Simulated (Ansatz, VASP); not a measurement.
# TaN: VASP beside Ansatz

The input INCAR:

```
ALGO = Normal
EDIFF = 1E-6
ENCUT = 520
GGA = PS
ISIF = 2
ISMEAR = -1
LASPH = T
LCHARG = F
LREAL = F
LWAVE = F
NBANDS = 15
NELM = 100
PREC = Accurate
SIGMA = 0.02
```

KPOINTS

```
k-points
0
Gamma
  9 9 9
```

The input POSCAR:

```
TaN
1.0
    0.0000000000      2.1345181309      2.1345181309
    2.1345181309      0.0000000000      2.1345181309
    2.1345181309      2.1345181309      0.0000000000
Ta N
1 1
Direct
    0.5000000000      0.5000000000      0.5000000000
    0.0000000000      0.0000000000      0.0000000000
```

Input for Ansatz:

```yaml
crystal:
  lattice:
    - [0.0, 2.1345181309, 2.1345181309]
    - [2.1345181309, 0.0, 2.1345181309]
    - [2.1345181309, 2.1345181309, 0.0]
  atoms:
    - { symbol: Ta, position: [0.5, 0.5, 0.5] }
    - { symbol: "N", position: [0.0, 0.0, 0.0] }
kpoints:
  mp_grid: { grid: [9, 9, 9] }
  band_path:
    path:
      - [0.0, 0.0, 0.0]
      - [0.5, 0.0, 0.5]
      - [0.625, 0.25, 0.625]
      - [0.375, 0.375, 0.75]
      - [0.0, 0.0, 0.0]
      - [0.5, 0.5, 0.5]
      - [0.5, 0.25, 0.75]
      - [0.5, 0.0, 0.5]
    npoints: 5
scf:
  occupations: { method: fermi_dirac, width: 0.02 }
hamiltonian:
  xc: pbesol
  pseudopotentials: { kind: all_electron, lapw: { basis_error: 0.0005 } }
output:
  forces: true
  stress: true
  eigenvalues: true
```

Change from the starting cell: volume scaled by 0.94.

Alike in both runs: task single point; functional PBEsol; k mesh 9 × 9 × 9; occupations fermi-dirac, width 0.02 eV; no spin polarisation.

|  | VASP | Ansatz |
| --- | --- | --- |
| version | VASP 6.6.1 | Ansatz 0.2.0 |
| potentials or method | VASP PAW PBE potentials, release 64 (Ta_pv, N), cutoff 520 eV | all-electron LAPW, scalar-relativistic |

```csv
,VASP,Ansatz,Ansatz less VASP
pressure (GPa),32.5,30.7,-1.79
```

VASP's potentials were made for PBE, not for PBEsol. Both programs put the cell under a high pressure, so it lies far from rest at this level. Ansatz ran all-electron here, and VASP with PAW potentials.

Spin-orbit coupling is off throughout.
